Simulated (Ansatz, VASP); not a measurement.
**HfN in VASP and in Ansatz**

```xyz
2
Lattice="0.0226 2.2703 2.2703 2.2703 0.0226 2.2703 2.2703 2.2703 0.0226" Properties=species:S:1:pos:R:3 pbc="T T T"
Hf    0.0000    0.0000    0.0000
N     2.2816    2.2816    2.2816
```

Change from the starting cell: equal xy, yz and zx shear strains of +1 %, crystal datasets.

Alike in both runs: task electric field gradients; functional PBEsol; k mesh 10 × 10 × 10; occupations fermi-dirac, width 0.01 eV; no spin polarisation.

|  | VASP | Ansatz |
| --- | --- | --- |
| version | VASP 6.6.1 | Ansatz 0.2.0 |
| potentials or method | VASP PAW PBE potentials, release 64 (Hf_pv, N), cutoff 520 eV | all-electron PAW with datasets made for the crystal, scalar-relativistic |

Ansatz gave:

| Quantity | Value |
| --- | --- |
| pressure (GPa) | -3.0 |
| traceless stress, the component that is largest in VASP (GPa) | -1.07 |
| size of Vzz on the site where it differs most (V/Å²) | 8.1 |

Problem. Which values does VASP return?

Solution. Pressure (GPa): -5.2; traceless stress, the component that is largest in VASP (GPa): -1.02; size of Vzz on the site where it differs most (V/Å²): 7.9.

VASP's potentials were made for PBE, not for PBEsol. Ansatz ran all-electron here, and VASP with PAW potentials.

Spin-orbit coupling is off throughout.
